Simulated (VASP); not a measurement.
# AlRu (P4/mmm) in VASP: further runs, part 2 of 2

VASP 6.6.1. The steps go on from the part before.

### 5 Single point, PBE (strain +0.0600 x Voigt [1, 0, 0, 0, 0, 0])

INCAR reads:

```
SYSTEM = AlRu
ALGO = Fast
EDIFF = 1E-6
ENCUT = 520
GGA = PE
ISIF = 2
ISMEAR = 0
LASPH = .TRUE.
LCHARG = .FALSE.
LREAL = .FALSE.
LWAVE = .FALSE.
NBANDS = 16
NELM = 60
PREC = Accurate
SIGMA = 0.15
```

KPOINTS reads:

```
k-points
0
G
  16 16 16
  0 0 0
```

POSCAR reads:

```
AlRu
1.0
    3.1710960000      0.0000000000      0.0000000000
    0.0000000000      2.9916000000      0.0000000000
    0.0000000000      0.0000000000      2.9916000000
Al Ru
1 1
Direct
    0.0000000000      0.0000000000      0.0000000000
    0.5000000000      0.5000000000      0.5000000000
```

Potentials or basis: VASP PAW PBE potentials, release 64 (Al, Ru_pv).

The run is started by

```sh
> cat potpaw_PBE.64/Al/POTCAR potpaw_PBE.64/Ru_pv/POTCAR > POTCAR
> mpirun -np 1 vasp_std > vasp.out
```

OUTCAR:

```text
SYSTEM = AlRu
   EDIFF = 1E-6
   ENCUT = 520
   GGA = PE
   ISIF = 2
   ISMEAR = 0
   LASPH = .TRUE.
   LREAL = .FALSE.
   NELM = 60
   PREC = Accurate

 ion  position               nearest neighbor table
   1  0.000  0.000  0.000-   2 2.64   2 2.64   2 2.64   2 2.64   2 2.64   2 2.64   2 2.64   2 2.64

   2  0.500  0.500  0.500-   1 2.64   1 2.64   1 2.64   1 2.64   1 2.64   1 2.64   1 2.64   1 2.64

  LATTYP: Found a simple tetragonal cell.
 ALAT       =     2.9916000000
 C/A-ratio  =     1.0600000000

  Lattice vectors:

 A1 = (   0.0000000000,   2.9916000000,   0.0000000000)
 A2 = (   0.0000000000,   0.0000000000,   2.9916000000)
 A3 = (   3.1710960000,   0.0000000000,   0.0000000000)

Analysis of symmetry for initial positions (statically):
=====================================================================
 Subroutine PRICEL returns:
 Original cell was already a primitive cell.

 Routine SETGRP: Setting up the symmetry group for a
 simple tetragonal supercell.

 Subroutine GETGRP returns: Found 16 space group operations
 (whereof 16 operations were pure point group operations)
 out of a pool of 16 trial point group operations.

The static configuration has the point symmetry D_4h.

Analysis of symmetry for dynamics (positions and initial velocities):
=====================================================================
 Subroutine PRICEL returns:
 Original cell was already a primitive cell.

 Routine SETGRP: Setting up the symmetry group for a
 simple tetragonal supercell.

 Subroutine GETGRP returns: Found 16 space group operations
 (whereof 16 operations were pure point group operations)
 out of a pool of 16 trial point group operations.

The dynamic configuration has the point symmetry D_4h.

 Subroutine INISYM returns: Found 16 space group operations
 (whereof 16 operations are pure point group operations),
 and found     1 'primitive' translations

----------------------------------------------------------------------------------------

                                     Primitive cell

  volume of cell :      28.3803

  direct lattice vectors                    reciprocal lattice vectors
     3.171096000  0.000000000  0.000000000     0.315348384  0.000000000  0.000000000
     0.000000000  2.991600000  0.000000000     0.000000000  0.334269287  0.000000000
     0.000000000  0.000000000  2.991600000     0.000000000  0.000000000  0.334269287

  length of vectors
     3.171096000  2.991600000  2.991600000     0.315348384  0.334269287  0.334269287

  position of ions in fractional coordinates (direct lattice)
     0.000000000  0.000000000  0.000000000
     0.500000000  0.500000000  0.500000000

  ion indices of the primitive-cell ions
   primitive index   ion index
                 1           1
                 2           2

----------------------------------------------------------------------------------------

 KPOINTS: k-points

Automatic generation of k-mesh.
 Grid dimensions read from file:
 generate k-points for:   16   16   16

 Generating k-lattice:

  Cartesian coordinates                     Fractional coordinates (reciprocal lattice)
     0.019709274  0.000000000  0.000000000     0.062500000  0.000000000  0.000000000
     0.000000000  0.020891830  0.000000000     0.000000000  0.062500000  0.000000000
     0.000000000  0.000000000  0.020891830     0.000000000  0.000000000  0.062500000

  Length of vectors
     0.019709274  0.020891830  0.020891830

  Shift w.r.t. Gamma in fractional coordinates (k-lattice)
     0.000000000  0.000000000  0.000000000

 Subroutine IBZKPT returns following result:
 ===========================================

 Found    405 irreducible k-points:

 Following reciprocal coordinates:
            Coordinates               Weight
  0.000000  0.000000  0.000000      1.000000
  0.062500  0.000000  0.000000      2.000000
  0.125000  0.000000  0.000000      2.000000
  0.187500  0.000000  0.000000      2.000000
  0.250000  0.000000  0.000000      2.000000
  0.312500  0.000000  0.000000      2.000000
[... 16 lines left out ...]
  0.250000  0.125000  0.000000      8.000000
  0.312500  0.125000  0.000000      8.000000
 [... further k-points ...]
   k-points           NKPTS =    405   k-points in BZ     NKDIM =    405   number of bands    NBANDS=     16
   number of dos      NEDOS =    301   number of ions     NIONS =      2
   total plane-waves  NPLWV =  13824
   dimension x,y,z NGX =    24 NGY =   24 NGZ =   24
   dimension x,y,z NGXF=    48 NGYF=   48 NGZF=   48
   ions per type =               1   1
   NGX,Y,Z   is equivalent  to a cutoff of  12.58, 13.34, 13.34 a.u.
   NGXF,Y,Z  is equivalent  to a cutoff of  25.16, 26.67, 26.67 a.u.
 SYSTEM =  AlRu
   PREC   = accura    normal or accurate (medium, high low for compatibility)
   ISTART =      0    job   : 0-new  1-cont  2-samecut
   ICHARG =      2    charge: 1-file 2-atom 10-const
   ISPIN  =      1    spin polarized calculation?
   LNONCOLLINEAR =      F non collinear calculations
   LSORBIT =      F    spin-orbit coupling
   LASPH  =      T    aspherical Exc in radial PAW
   ENCUT  =  520.0 eV  38.22 Ry    6.18 a.u.   5.90  5.56  5.56*2*pi/ulx,y,z
   NELM   =     60;   NELMIN=  2; NELMDL= -5     # of ELM steps
   EDIFF  = 0.1E-05   stopping-criterion for ELM
   LREAL  =      F    real-space projection
[... 7 lines left out ...]
   TEBEG  =    0.0;   TEEND  =   0.0 temperature during run
   PSTRESS=    0.0 pullay stress
   NELECT =      17.0000    total number of electrons
   NUPDOWN=      -1.0000    fix difference up-down
   EMIN   =  10.00;   EMAX   =-10.00  energy-range for DOS
   EFERMI =   0.00;   METHOD = LEGACY
   ISMEAR =     0;   SIGMA  =   0.15  broadening in eV -4-tet -1-fermi 0-gaus
   EFERMI_NEDOS =   21; number of points for ismear=-14 and -15
   IALGO  =     68    algorithm
   IMIX   =      4    mixing-type and parameters
     AMIX     =   0.40;   BMIX     =  1.00
     AMIX_MAG =   1.60;   BMIX_MAG =  1.00
  volume/ion in A,a.u.               =      14.19        95.76
  Fermi-wavevector in a.u.,A,eV,Ry     =   1.380021  2.607861 25.911719  1.904458
  Thomas-Fermi vector in A             =   2.504937
   LORBIT       =      0    0 simple, 1 ext, 2 COOP (PROOUT), +10 PAW based schemes
   GGA     = PE    functional components
   LHFCALC =     F    Hartree Fock is set to
   AEXX    =    0.0000 exact exchange contribution
   IVDW    =     0    specifies the selected vdW correction
   LEPSILON=     F    determine dielectric tensor
   LRPA    =     F    only Hartree local field effects (RPA)
 non-spin polarized calculation
 RMM-DIIS sequential band-by-band and
 Gauss-broadening in eV      SIGMA  =   0.15
  energy-cutoff  :      520.00
  volume of cell :       28.38
 maximum number of plane-waves:       781
 NGX is ok and might be reduce to    24
   NGX = 11   NGY = 11   NGZ = 11

 number of electron      16.9999997 magnetization

 Free energy of the ion-electron system (eV)
  ---------------------------------------------------
  ext. energy  EPLUGINS =         0.00000000
  ---------------------------------------------------
  free energy    TOTEN  =       -14.20447440 eV

  energy without entropy =      -14.18441796  energy(sigma->0) =      -14.19444618

 E-fermi :   9.9474     XC(G=0): -12.2700

 val. band max:        9.9411859222   @ k =   0.1250   0.1250   0.0625
 cond. band min:       9.9520863619   @ k =   0.1250   0.4375   0.0625
 fundamental gap:      0.0109004397
 Fermi energy:         9.9474200831

 k-point     1 :       0.0000    0.0000    0.0000
  band No.  band energies     occupation
      1     -31.8645      2.00000
      2     -31.8081      2.00000
      3     -31.8081      2.00000
      4       0.5747      2.00000
      5       6.6309      2.00000
      6       6.6635      2.00000
[... 8 lines left out ...]
     15      22.0594      0.00000
     16      24.0901      0.00000
[... 419 lines left out ...]
 k-point    24 :       0.3125    0.1250    0.0000
  band No.  band energies     occupation
      1     -31.9398      2.00000
      2     -31.8314      2.00000
      3     -31.7994      2.00000
      4       2.3897      2.00000
      5       6.2490      2.00000
      6       7.1849      2.00000
[... 8 lines left out ...]
     15      23.2672      0.00000
     16      23.8847      0.00000

 [... further k-points ...]

------------------------ aborting loop because EDIFF is reached ----------------------------------------

  FORCE on cell =-STRESS in cart. coord.  units (eV):
  Direction    XX          YY          ZZ          XY          YZ          ZX
  --------------------------------------------------------------------------------------
  -------------------------------------------------------------------------------------
  Total       -2.4057934     -0.9703503     -0.9703503      0.0000000      0.0000000     -0.0000000
  in kB     -135.8164822    -54.7800810    -54.7800810      0.0000000      0.0000000     -0.0000000
  external PRESSURE =     -81.7922147 kB  Pullay stress =       0.0000000 kB

 VOLUME and BASIS-vectors are now :
 -----------------------------------------------------------------------------
  energy-cutoff  :      520.00
  volume of cell :       28.38
      direct lattice vectors                 reciprocal lattice vectors
     3.171096000  0.000000000  0.000000000     0.315348384  0.000000000  0.000000000
     0.000000000  2.991600000  0.000000000     0.000000000  0.334269287  0.000000000
     0.000000000  0.000000000  2.991600000     0.000000000  0.000000000  0.334269287

 POSITION                                       TOTAL-FORCE (eV/Angst)
 -----------------------------------------------------------------------------------
      0.00000      0.00000      0.00000         0.000000      0.000000      0.000000
      1.58555      1.49580      1.49580         0.000000      0.000000      0.000000
 -----------------------------------------------------------------------------------
    total drift:                                0.000000     -0.000000     -0.000000

  FREE ENERGIE OF THE ION-ELECTRON SYSTEM (eV)
  ---------------------------------------------------
  free  energy   TOTEN  =       -14.2044743964 eV

  energy  without entropy=      -14.1844179616  energy(sigma->0) =      -14.19444618
```

stdout:

```text
POSCAR found type information on POSCAR AlRu
 POSCAR found :  2 types and       2 ions
 scaLAPACK will be used
 LDA part: xc-table for (Slater+PW92), standard interpolation
 POSCAR, INCAR and KPOINTS ok, starting setup
 FFT: planning ... GRIDC
 FFT: planning ... GRID_SOFT
 FFT: planning ... GRID
 WAVECAR not read
 entering main loop
```

Run time: 2.4 min. Hardware: 1 thread of Intel Xeon 8259CL, shared host; peak memory 0.28 GiB.

Results:

```yaml
Free_energy: -14.2045 eV
Pressure: -8.2 GPa
Band_gap_on_the_k_mesh: zero (an odd number of electrons rules out a gap without spin polarisation)
```

Stress tensor (GPa, compression positive):
```
-13.58   0.00   0.00
  0.00  -5.48   0.00
  0.00   0.00  -5.48
```

Caveat: the cell differs from its parent crystal (strain +0.0600 x Voigt [1, 0, 0, 0, 0, 0]); the stress differs along the axes, from -14 to -5 GPa.

### 6 Overview

| cell | further INCAR settings | gap on the mesh (eV) | pressure (GPa) |
| --- | --- | --- | --- |
| a = 3.081, b = 2.992, c = 2.992 Å, 2 atoms | ALGO = Fast; EDIFF = 1e-07; NBANDS = 16 | none | -3.3 |
| a = 3.126, b = 2.992, c = 2.992 Å, 2 atoms | ALGO = Fast; EDIFF = 1e-07; NBANDS = 16 | none | -5.8 |
| a = 3.149, b = 2.992, c = 2.992 Å, 2 atoms | ALGO = Fast; EDIFF = 1e-06; NBANDS = 16 | none | -7.0 |
| a = 3.171, b = 2.992, c = 2.992 Å, 2 atoms | ALGO = Fast; EDIFF = 1e-06; NBANDS = 16 | none | -8.2 |

Alike in all rows: task single point; level PBE; potentials or basis VASP PAW PBE potentials, release 64 (Al, Ru_pv); no spin polarisation; k mesh 16 × 16 × 16; cutoff (eV) 520; smearing gaussian 0.15 eV.

Caveats: the cell stands under tension (at least some runs); the stress differs along the axes, from -10 to -4 GPa (at least some runs); the stress differs along the axes, from -12 to -5 GPa (at least some runs); the stress differs along the axes, from -14 to -5 GPa (at least some runs).

Absolute energies hang on the potentials; compare differences alone.
